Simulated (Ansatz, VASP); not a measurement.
## One calculation of EuMn, two programs

```xyz
2
Lattice="3.7596 0.0000 0.0000 0.0000 3.7596 0.0000 0.0000 0.0000 3.7596" Properties=species:S:1:pos:R:3 pbc="T T T"
Eu    0.0000    0.0000    0.0000
Mn    1.8798    1.8798    1.8798
```

Alike in both runs: task single point; functional PBE; k mesh 8 × 8 × 8; collinear spin; Hubbard terms Eu f U = 6.0 eV.

|  | VASP | Ansatz |
| --- | --- | --- |
| version | VASP 6.6.1 | Ansatz 0.2.0 |
| potentials or method | VASP PAW PBE potentials, release 64 (Eu, Mn_pv), cutoff 520 eV | scalar-relativistic, plane waves, PAW |
| occupations | methfessel-paxton of order 1, width 0.05 eV | cold, width 0.05 eV |
| valence electrons in the cell | 30 | 32 |

```csv
,VASP,Ansatz,Ansatz less VASP
pressure (GPa),0.0,0.0,0.00
net moment per atom (μB),1.78,1.78,+0.004
size of the moment on the site where the two differ most (μB),6.83,7.07,+0.239
```

Site moments also hang on the region over which each program counts them. The programs project onto different local orbitals, so the same U acts differently, and such runs can settle in different states. VASP's potentials hold 30 valence electrons a cell and Ansatz's 32, so a difference there can come from the potentials and not from the codes. Ansatz's warnings: filled band counts differ across k points, open shell order in doubt, stability check not made.

Neither program's run includes spin-orbit coupling.
